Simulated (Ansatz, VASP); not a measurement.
## Zr in VASP and in Ansatz

```
Zr
1.0
     3.21749    0.00000    0.00000
    -1.60875    2.78643    0.00000
     0.00000    0.00000    5.13751
Zr
2
Direct
  0.33333 0.66667 0.25000
  0.66667 0.33333 0.75000
```

Change from the starting cell: volume scaled by 0.98.

Alike in both runs: task single point; functional PBE; k mesh 12 × 12 × 7; occupations fermi-dirac, width 0.05 eV; no spin polarisation.

|  | VASP | Ansatz |
| --- | --- | --- |
| version | VASP 6.6.1 | Ansatz 0.2.0 |
| potentials or method | VASP PAW PBE potentials, release 64 (Zr_sv), cutoff 520 eV | all-electron LAPW, scalar-relativistic |

|  | VASP | Ansatz | Ansatz less VASP |
| --- | --- | --- | --- |
| pressure (GPa) | 1.6 | 1.6 | +0.01 |
| traceless stress, the component that is largest in VASP (GPa) | 0.29 | 0.30 | +0.002 |

Ansatz ran all-electron here, and VASP with PAW potentials.
